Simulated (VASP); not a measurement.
Input of a VASP 6.6.1 run:

File POSCAR:

```
CdSe
1.0
    4.3398318052      0.0000000000      0.0000000000
   -2.1699159026      3.7584045914      0.0000000000
    0.0000000000      0.0000000000      7.0784044757
Cd Se
2 2
Direct
    0.3333333333      0.6666666667      0.0000569597
    0.6666666667      0.3333333333      0.5000569597
    0.3333333333      0.6666666667      0.3759430403
    0.6666666667      0.3333333333      0.8759430403
```

File INCAR.step1:

```
  PREC = Accurate
  ENCUT = 520
  ISMEAR = 0
  SIGMA = 0.01
  LREAL = False
  LASPH = True
  NELM = 80
  NBANDS = 26
  GGA = PE
  ALGO = Normal
  EDIFF = 1E-4
  LWAVE = True
  LCHARG = False
```

INCAR.step2

```
  PREC = Accurate
  ENCUT = 520
  EDIFF = 1E-7
  ISMEAR = 0
  SIGMA = 0.01
  LREAL = False
  LASPH = True
  NELM = 80
  ALGO = Normal
  ISIF = 2
  LWAVE = False
  LCHARG = False
  METAGGA = R2SCAN
  LMIXTAU = True
  NBANDS = 26
  ISTART = 1
```

KPOINTS

```
regular mesh
0
Gamma
  9 9 6
```

Potentials or basis: VASP PAW PBE potentials, release 64 (Cd, Se).

Launch:

```console
$ cat potpaw_PBE.64/Cd/POTCAR potpaw_PBE.64/Se/POTCAR > POTCAR
$ cp INCAR.step1 INCAR
$ mpirun -np 1 vasp_std > vasp.out
$ cp INCAR.step2 INCAR
$ mpirun -np 1 vasp_std > vasp.out
```

(1) Predict the band gap on the k mesh.

(2) Predict the pressure.

Results:

(1) 1.09 eV.

(2) 0.2 GPa.

Caveat: the cell differs from its parent crystal (atoms moved along the polar distortion); the PAW data sets were made with another functional, which shifts forces and pressure a little.
